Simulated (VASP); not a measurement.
# Be2Ge2C (P4/nmm) in VASP: single point with r2SCAN

Aim: the single point of Be2Ge2C with r2SCAN.

Program: VASP 6.6.1. These are calculated values, not measurements. Logs are shortened: lines on timing, memory, paths and dates and some standing lists are left out, and cuts for length are marked.

## 1. The cell of the first run

The structure is tetragonal, space group P4/nmm (No. 129). Conventional cell: a = 3.641 Å, b = 3.641 Å, c = 8.986 Å, α = 90.00°, β = 90.00°, γ = 90.00°. Ge (site symmetry 4mm) has 5 Be at 1.96 to 2.28 Å and 5 C at 2.00 to 2.68 Å within 2.7 Å. Ge (site symmetry -4m2) has 4 Be at 2.16 Å and 4 Ge at 2.57 Å within 2.9 Å. Within 2.7 Å of C (site symmetry 4mm) lie 4 Be at 1.92 Å and 5 Ge at 2.00 to 2.68 Å. Within 2.6 Å of Be (site symmetry 4mm) lie 5 Ge at 1.96 to 2.16 Å. Within 2.6 Å of Be (site symmetry -4m2) lie 4 C at 1.92 Å and 4 Ge at 2.28 Å and 4 Be at 2.57 Å.

## 2. Single point, r2SCAN

File POSCAR:

```
Be2Ge2C
1.0
    3.6414410000      0.0000000000      0.0000000000
    0.0000000000      3.6414410000      0.0000000000
    0.0000000000      0.0000000000      8.9858430000
Ge C Be
4 2 4
Direct
    0.2500000000      0.2500000000      0.3468958761
    0.7500000000      0.7500000000      0.6531041239
    0.7500000000      0.2500000000      0.0000000000
    0.2500000000      0.7500000000      0.0000000000
    0.2500000000      0.2500000000      0.5693783047
    0.7500000000      0.7500000000      0.4306216953
    0.2500000000      0.2500000000      0.1291600424
    0.7500000000      0.7500000000      0.8708399576
    0.7500000000      0.2500000000      0.5000000000
    0.2500000000      0.7500000000      0.5000000000
```

File INCAR.step1:

```
SYSTEM = Be2Ge2C
  PREC = Accurate
  ENCUT = 520
  ISMEAR = 0
  SIGMA = 0.2499
  LREAL = .FALSE.
  LASPH = .TRUE.
  NELM = 80
  NBANDS = 47
  GGA = PE
  ALGO = Normal
  EDIFF = 1E-4
  LWAVE = .TRUE.
  LCHARG = .FALSE.
```

File INCAR.step2:

```
SYSTEM = Be2Ge2C
  PREC = Accurate
  ENCUT = 520
  EDIFF = 1E-6
  ISMEAR = 0
  SIGMA = 0.2499
  LREAL = .FALSE.
  LASPH = .TRUE.
  NELM = 80
  ALGO = Normal
  ISIF = 2
  LWAVE = .FALSE.
  LCHARG = .TRUE.
  METAGGA = R2SCAN
  LMIXTAU = .TRUE.
  LELF = .TRUE.
  LVHAR = .TRUE.
  NBANDS = 47
  ISTART = 1
```

File KPOINTS:

```
regular mesh
0
G
  8 8 3
  0 0 0
```

Potentials or basis: VASP PAW PBE potentials, release 64 (Ge_d, C, Be).

Started as:

```sh
> cat potpaw_PBE.64/Ge_d/POTCAR potpaw_PBE.64/C/POTCAR potpaw_PBE.64/Be/POTCAR > POTCAR
> cp INCAR.step1 INCAR
> mpirun -np 1 vasp_std > vasp.out
> cp INCAR.step2 INCAR
> mpirun -np 1 vasp_std > vasp.out
```

OUTCAR:

```text
SYSTEM = Be2Ge2C
   PREC = Accurate
   ENCUT = 520
   EDIFF = 1E-6
   ISMEAR = 0
   LREAL = .FALSE.
   LASPH = .TRUE.
   NELM = 80
   ISIF = 2
   METAGGA = R2SCAN
   ISTART = 1

 ion  position               nearest neighbor table
   1  0.250  0.250  0.347-   7 1.96   5 2.00   9 2.28  10 2.28  10 2.28   9 2.28
   2  0.750  0.750  0.653-   8 1.96   6 2.00   9 2.28  10 2.28   9 2.28  10 2.28
   3  0.750  0.250  0.000-   7 2.16   8 2.16   8 2.16   7 2.16   4 2.57   4 2.57   4 2.57   4 2.57

   4  0.250  0.750  0.000-   7 2.16   8 2.16   7 2.16   8 2.16   3 2.57   3 2.57   3 2.57   3 2.57

   5  0.250  0.250  0.569-   9 1.92  10 1.92  10 1.92   9 1.92   1 2.00
   6  0.750  0.750  0.431-   9 1.92  10 1.92   9 1.92  10 1.92   2 2.00
   7  0.250  0.250  0.129-   1 1.96   3 2.16   4 2.16   4 2.16   3 2.16
   8  0.750  0.750  0.871-   2 1.96   3 2.16   4 2.16   3 2.16   4 2.16
   9  0.750  0.250  0.500-   5 1.92   6 1.92   6 1.92   5 1.92   2 2.28   1 2.28   1 2.28   2 2.28

  10  0.250  0.750  0.500-   5 1.92   6 1.92   5 1.92   6 1.92   1 2.28   1 2.28   2 2.28   2 2.28

  LATTYP: Found a simple tetragonal cell.
 ALAT       =     3.6414410000
 C/A-ratio  =     2.4676612912

  Lattice vectors:

 A1 = (   3.6414410000,   0.0000000000,   0.0000000000)
 A2 = (   0.0000000000,   3.6414410000,   0.0000000000)
 A3 = (   0.0000000000,   0.0000000000,   8.9858430000)

Analysis of symmetry for initial positions (statically):
=====================================================================
 Subroutine PRICEL returns:
 Original cell was already a primitive cell.

 Routine SETGRP: Setting up the symmetry group for a
 simple tetragonal supercell.

 Subroutine GETGRP returns: Found 16 space group operations
 (whereof  4 operations were pure point group operations)
 out of a pool of 16 trial point group operations.

The static configuration has the point symmetry C_2h.
 The point group associated with its full space group is D_4h.

Analysis of symmetry for dynamics (positions and initial velocities):
=====================================================================
 Subroutine PRICEL returns:
 Original cell was already a primitive cell.

 Routine SETGRP: Setting up the symmetry group for a
 simple tetragonal supercell.

 Subroutine GETGRP returns: Found 16 space group operations
 (whereof  4 operations were pure point group operations)
 out of a pool of 16 trial point group operations.

The dynamic configuration has the point symmetry C_2h.
 The point group associated with its full space group is D_4h.

 Subroutine INISYM returns: Found 16 space group operations
 (whereof  4 operations are pure point group operations),
 and found     1 'primitive' translations

----------------------------------------------------------------------------------------

                                     Primitive cell

  volume of cell :     119.1531

  direct lattice vectors                    reciprocal lattice vectors
     3.641441000  0.000000000  0.000000000     0.274616560  0.000000000  0.000000000
     0.000000000  3.641441000  0.000000000     0.000000000  0.274616560  0.000000000
     0.000000000  0.000000000  8.985843000     0.000000000  0.000000000  0.111286164

  length of vectors
     3.641441000  3.641441000  8.985843000     0.274616560  0.274616560  0.111286164

  position of ions in fractional coordinates (direct lattice)
     0.250000000  0.250000000  0.346895876
     0.750000000  0.750000000  0.653104124
     0.750000000  0.250000000  0.000000000
     0.250000000  0.750000000  0.000000000
     0.250000000  0.250000000  0.569378305
     0.750000000  0.750000000  0.430621695
     0.250000000  0.250000000  0.129160042
     0.750000000  0.750000000  0.870839958
     0.750000000  0.250000000  0.500000000
     0.250000000  0.750000000  0.500000000

  ion indices of the primitive-cell ions
   primitive index   ion index
                 1           1
                 2           2
                 3           3
                 4           4
                 5           5
                 6           6
                 7           7
                 8           8
                 9           9
                10          10

----------------------------------------------------------------------------------------

 KPOINTS: regular mesh

Automatic generation of k-mesh.
 Grid dimensions read from file:
 generate k-points for:    8    8    3

 Generating k-lattice:

  Cartesian coordinates                     Fractional coordinates (reciprocal lattice)
     0.034327070  0.000000000  0.000000000     0.125000000  0.000000000  0.000000000
     0.000000000  0.034327070  0.000000000     0.000000000  0.125000000  0.000000000
     0.000000000  0.000000000  0.037095388     0.000000000  0.000000000  0.333333333

  Length of vectors
     0.034327070  0.034327070  0.037095388

  Shift w.r.t. Gamma in fractional coordinates (k-lattice)
     0.000000000  0.000000000  0.000000000

 Subroutine IBZKPT returns following result:
 ===========================================

 Found     30 irreducible k-points:

 Following reciprocal coordinates:
            Coordinates               Weight
  0.000000  0.000000  0.000000      1.000000
  0.125000  0.000000  0.000000      4.000000
  0.250000  0.000000  0.000000      4.000000
  0.375000  0.000000  0.000000      4.000000
  0.500000  0.000000  0.000000      2.000000
  0.125000  0.125000  0.000000      4.000000
[... 16 lines left out ...]
  0.375000  0.125000  0.333333     16.000000
  0.500000  0.125000  0.333333      8.000000
 [... further k-points ...]
   k-points           NKPTS =     30   k-points in BZ     NKDIM =     30   number of bands    NBANDS=     47
   number of dos      NEDOS =    301   number of ions     NIONS =     10
   total plane-waves  NPLWV =  54880
   dimension x,y,z NGX =    28 NGY =   28 NGZ =   70
   dimension x,y,z NGXF=    56 NGYF=   56 NGZF=  140
   ions per type =               4   2   4
   NGX,Y,Z   is equivalent  to a cutoff of  12.78, 12.78, 12.95 a.u.
   NGXF,Y,Z  is equivalent  to a cutoff of  25.57, 25.57, 25.90 a.u.
 SYSTEM =  Be2Ge2C
   PREC   = accura    normal or accurate (medium, high low for compatibility)
   ISTART =      1    job   : 0-new  1-cont  2-samecut
   ICHARG =      0    charge: 1-file 2-atom 10-const
   ISPIN  =      1    spin polarized calculation?
   LNONCOLLINEAR =      F non collinear calculations
   LSORBIT =      F    spin-orbit coupling
   LASPH  =      T    aspherical Exc in radial PAW
   ENCUT  =  520.0 eV  38.22 Ry    6.18 a.u.   6.77  6.77 16.71*2*pi/ulx,y,z
   NELM   =     80;   NELMIN=  2; NELMDL=  0     # of ELM steps
   EDIFF  = 0.1E-05   stopping-criterion for ELM
   LREAL  =      F    real-space projection
[... 7 lines left out ...]
   TEBEG  =    0.0;   TEEND  =   0.0 temperature during run
   PSTRESS=    0.0 pullay stress
   NELECT =      72.0000    total number of electrons
   NUPDOWN=      -1.0000    fix difference up-down
   EMIN   =  10.00;   EMAX   =-10.00  energy-range for DOS
   EFERMI =   0.00;   METHOD = LEGACY
   ISMEAR =     0;   SIGMA  =   0.25  broadening in eV -4-tet -1-fermi 0-gaus
   EFERMI_NEDOS =   21; number of points for ismear=-14 and -15
   IALGO  =     38    algorithm
   IMIX   =      4    mixing-type and parameters
     AMIX     =   0.40;   BMIX     =  1.00
     AMIX_MAG =   1.60;   BMIX_MAG =  1.00
  volume/ion in A,a.u.               =      11.92        80.41
  Fermi-wavevector in a.u.,A,eV,Ry     =   1.384046  2.615468 26.063095  1.915583
  Thomas-Fermi vector in A             =   2.508587
   LORBIT       =      0    0 simple, 1 ext, 2 COOP (PROOUT), +10 PAW based schemes
   METAGGA = R2SCAN    functional components
   LHFCALC =     F    Hartree Fock is set to
   AEXX    =    0.0000 exact exchange contribution
   IVDW    =     0    specifies the selected vdW correction
   LEPSILON=     F    determine dielectric tensor
   LRPA    =     F    only Hartree local field effects (RPA)
 non-spin polarized calculation
 Gauss-broadening in eV      SIGMA  =   0.25
  energy-cutoff  :      520.00
  volume of cell :      119.15
 maximum number of plane-waves:      3246
 NGX is ok and might be reduce to    28
   NGX = 13   NGY = 13   NGZ = 33

 number of electron      72.0000064 magnetization

 Free energy of the ion-electron system (eV)
  ---------------------------------------------------
  ext. energy  EPLUGINS =         0.00000000
  ---------------------------------------------------
  free energy    TOTEN  =       -82.43347278 eV

  energy without entropy =      -82.33667688  energy(sigma->0) =      -82.38507483

 E-fermi :   6.9233     XC(G=0): -11.8678

 val. band max:        6.8608922402   @ k =   0.1250   0.1250   0.0000
 cond. band min:       6.9306287069   @ k =   0.5000   0.1250   0.3333
 fundamental gap:      0.0697364667
 Fermi energy:         6.9233486423

 k-point     1 :       0.0000    0.0000    0.0000
  band No.  band energies     occupation
      1     -19.4611      2.00000
      2     -19.4597      2.00000
      3     -19.4197      2.00000
      4     -19.4158      2.00000
      5     -19.3981      2.00000
      6     -19.3916      2.00000
[... 39 lines left out ...]
     46      11.2289      0.00000
     47      11.2289      0.00000

 k-point     2 :       0.1250    0.0000    0.0000
  band No.  band energies     occupation
      1     -19.4592      2.00000
      2     -19.4579      2.00000
      3     -19.4204      2.00000
      4     -19.4170      2.00000
      5     -19.3977      2.00000
      6     -19.3914      2.00000
[... 39 lines left out ...]
     46      11.1713      0.00000
     47      12.1707      0.00000

 k-point     3 :       0.2500    0.0000    0.0000
  band No.  band energies     occupation
      1     -19.4548      2.00000
      2     -19.4538      2.00000
      3     -19.4223      2.00000
      4     -19.4198      2.00000
      5     -19.3964      2.00000
      6     -19.3910      2.00000
[... 1039 lines left out ...]
     46      13.1042      0.00000
     47      13.8249      0.00000

 k-point    24 :       0.5000    0.1250    0.3333
  band No.  band energies     occupation
      1     -19.4464      2.00000
      2     -19.4464      2.00000
      3     -19.4259      2.00000
      4     -19.4259      2.00000
      5     -19.3911      2.00000
      6     -19.3911      2.00000
[... 39 lines left out ...]
     46      13.1273      0.00000
     47      14.7214      0.00000

 [... further k-points ...]
[... 5 lines left out ...]
  --------------------------------------------------------------------------------------
  -------------------------------------------------------------------------------------
  Total       11.6773117     11.6773117     23.9345967     -0.0000000      0.0000000     -0.0000000
  in kB      157.0175057    157.0175057    321.8335485     -0.0000000      0.0000000     -0.0000000
  external PRESSURE =     211.9561867 kB  Pullay stress =       0.0000000 kB

 VOLUME and BASIS-vectors are now :
 -----------------------------------------------------------------------------
  energy-cutoff  :      520.00
  volume of cell :      119.15
      direct lattice vectors                 reciprocal lattice vectors
     3.641441000  0.000000000  0.000000000     0.274616560  0.000000000  0.000000000
     0.000000000  3.641441000  0.000000000     0.000000000  0.274616560  0.000000000
     0.000000000  0.000000000  8.985843000     0.000000000  0.000000000  0.111286164

 POSITION                                       TOTAL-FORCE (eV/Angst)
 -----------------------------------------------------------------------------------
      0.91036      0.91036      3.11715         0.000000      0.000000     -0.040947
      2.73108      2.73108      5.86869        -0.000000     -0.000000      0.040947
      2.73108      0.91036      0.00000        -0.000000     -0.000000      0.000000
      0.91036      2.73108      0.00000        -0.000000     -0.000000      0.000000
      0.91036      0.91036      5.11634         0.000000      0.000000      0.057169
      2.73108      2.73108      3.86950         0.000000     -0.000000     -0.057169
      0.91036      0.91036      1.16061         0.000000     -0.000000      0.034093
      2.73108      2.73108      7.82523         0.000000     -0.000000     -0.034093
      2.73108      0.91036      4.49292         0.000000     -0.000000      0.000000
      0.91036      2.73108      4.49292         0.000000     -0.000000      0.000000
 -----------------------------------------------------------------------------------
    total drift:                                0.000000      0.000000      0.000000

  FREE ENERGIE OF THE ION-ELECTRON SYSTEM (eV)
  ---------------------------------------------------
  free  energy   TOTEN  =       -82.4334727850 eV

  energy  without entropy=      -82.3366768824  energy(sigma->0) =      -82.38507483
```

It took 10 min on 1 thread of AMD EPYC 7R43 (Zen 3), shared host; peak memory 0.28 GiB.

Results:

* Free energy: -82.4335 eV
* Pressure: 21.2 GPa
* Largest force: 0.057 eV/Å
* Band gap on the k mesh: zero (bands 36 and 37 overlap by 1.07 eV)

Forces on the atoms (eV/Å):
```
Ge   0.000  0.000 -0.041
Ge   0.000  0.000  0.041
Ge   0.000  0.000  0.000
Ge   0.000  0.000  0.000
C    0.000  0.000  0.057
C    0.000  0.000 -0.057
Be   0.000  0.000  0.034
Be   0.000  0.000 -0.034
Be   0.000  0.000  0.000
Be   0.000  0.000  0.000
```

Stress tensor (GPa, compression positive):
```
15.70  0.00  0.00
 0.00 15.70  0.00
 0.00  0.00 32.18
```

Levels at points of the mesh, in eV from the Fermi level:
```tsv
k point	band 32	band 33	band 34	band 35	band 36	band 37	band 38	band 39	band 40	band 41
(0.00, 0.00, 0.00)	-2.84	-1.67	-1.67	-1.65	0.54	0.54	1.66	1.77	2.46	2.68
(0.50, 0.00, 0.00)	-3.90	-2.46	-2.46	-1.21	-1.21	1.37	1.37	1.75	1.75	1.93
(0.50, 0.50, 0.00)	-5.27	-3.56	-3.56	-2.22	-2.22	2.01	2.01	2.56	2.56	2.76
```

Caveat: the stress differs along the axes, from 16 to 32 GPa; the PAW data sets were made with another functional, which shifts forces and pressure a little.

The gap in the log of VASP goes by the Fermi energy; the results here count the filled bands.